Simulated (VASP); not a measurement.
Runs of VASP 6.6.1 on Ca. The structure is that of space group P6_3/mmc (No. 194), or close to it. The cells are those of the table. This isn't the form of Ca at room conditions, which is fcc.

```tsv
task	cell	k mesh	cutoff (eV)	gap on the mesh (eV)	pressure (GPa)
single point	a = 3.802, b = 3.802, c = 6.261 Å, angles 90.0, 90.0, 120.0°, 2 atoms	11 × 11 × 6	520	none	0.8
single point	a = 3.748, b = 3.748, c = 6.173 Å, angles 90.0, 90.0, 120.0°, 2 atoms	11 × 11 × 6	520	none	1.7
single point	a = 4.003, b = 4.003, c = 6.592 Å, angles 90.0, 90.0, 120.0°, 2 atoms	11 × 11 × 6	520	none	(b)
single point	a = 3.954, b = 3.954, c = 6.512 Å, angles 90.0, 90.0, 120.0°, 2 atoms	11 × 11 × 6	520	none	-1.2
single point	a = 3.693, b = 3.693, c = 6.082 Å, angles 90.0, 90.0, 120.0°, 2 atoms	11 × 11 × 6	520	none	(a)
single point	a = 3.854, b = 3.854, c = 6.347 Å, angles 90.0, 90.0, 120.0°, 2 atoms	15 × 15 × 8	520	none	0.0
relaxation of cell and atoms	relaxed from a = 3.952, b = 3.952, c = 6.453 Å, angles 90.0, 90.0, 120.0°, 2 atoms	9 × 9 × 5	600	none	0.0
single point	a = 3.854, b = 3.854, c = 6.347 Å, angles 90.0, 90.0, 120.0°, 2 atoms	9 × 9 × 5	520	none	0.0
```

Alike in all rows: level PBEsol; potentials or basis VASP PAW PBE potentials, release 64 (Ca_sv); no spin polarisation; smearing fermi-dirac 0.1 eV.

Problem. Estimate the missing entries.

Solution. (a) 2.8; (b) -1.7.

Caveats: the PAW data sets were made with another functional, which shifts forces and pressure a little.

A gap of «none» marks levels without a gap at the run's occupations.
